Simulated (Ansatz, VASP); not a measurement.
Two plane-wave programs on ZnSn2N2

Contents of INCAR:

```
SYSTEM = ZnSn2N2
ALGO = Normal ; EDIFF = 1E-6
EDIFFG = -0.05 ; ENCUT = 600
GGA = CA ; IBRION = 2
ISIF = 3 ; ISMEAR = -1
LASPH = .True. ; LCHARG = .False.
LREAL = .False. ; LWAVE = .False.
NELM = 80 ; NSW = 80
PREC = Accurate ; SIGMA = 0.05
```

Contents of KPOINTS:

```
k-points
0
Gamma
  7 7 3
  0 0 0
```

File POSCAR:

```
ZnSn2N2
1.0
    3.3523260000      0.0000000000      0.0000000000
    0.0000000000      3.3523260000      0.0000000000
    0.0000000000      0.0000000000      8.0642090000
Zn Sn N
1 2 2
Direct
    0.0000000000      0.0000000000      0.0000000000
    0.5000000000      0.5000000000      0.6941730000
    0.5000000000      0.5000000000      0.3058270000
    0.5000000000      0.0000000000      0.1458100000
    0.0000000000      0.5000000000      0.8541900000
```

Input for Ansatz:

```yaml
crystal:
  lattice:
    - [3.352326, 0.0, 0.0]
    - [0.0, 3.352326, 0.0]
    - [0.0, 0.0, 8.064209]
  atoms:
    - { symbol: Zn, position: [0.0, 0.0, 0.0] }
    - { symbol: Sn, position: [0.5, 0.5, 0.694173] }
    - { symbol: Sn, position: [0.5, 0.5, 0.305827] }
    - { symbol: "N", position: [0.5, 0.0, 0.14581] }
    - { symbol: "N", position: [0.0, 0.5, 0.85419] }
kpoints:
  mp_grid:
    grid: [7, 7, 3]
    shift: [0.0, 0.0, 0.0]
hamiltonian:
  xc: lda
  dispersion: none
scf:
  occupations:
    method: fermi_dirac
    width: 0.05
relax:
  f_tol: 0.05
  cell: {}
```

Alike in both runs: task relaxation of cell and atoms; functional LDA; k mesh 7 × 7 × 3; occupations fermi-dirac, width 0.05 eV; no spin polarisation.

```csv
,VASP,Ansatz
version,VASP 6.6.1,Ansatz 0.2.0
potentials or method,"VASP PAW LDA potentials, release 64 (Zn, Sn_d, N)","plane waves, PAW"
plane-wave cutoff (eV),600,420
valence electrons in the cell,50,50
```

Ansatz gave:

- relaxed volume (Å³/atom): 16.70
- relaxed cell length with the largest relative difference (Å): 7.833

Which values does VASP return?

Relaxed volume (Å³/atom): 16.81; relaxed cell length with the largest relative difference (Å): 7.852.

LDA's correlation is that of Perdew and Zunger in VASP and of Perdew and Wang (1992) in Ansatz.
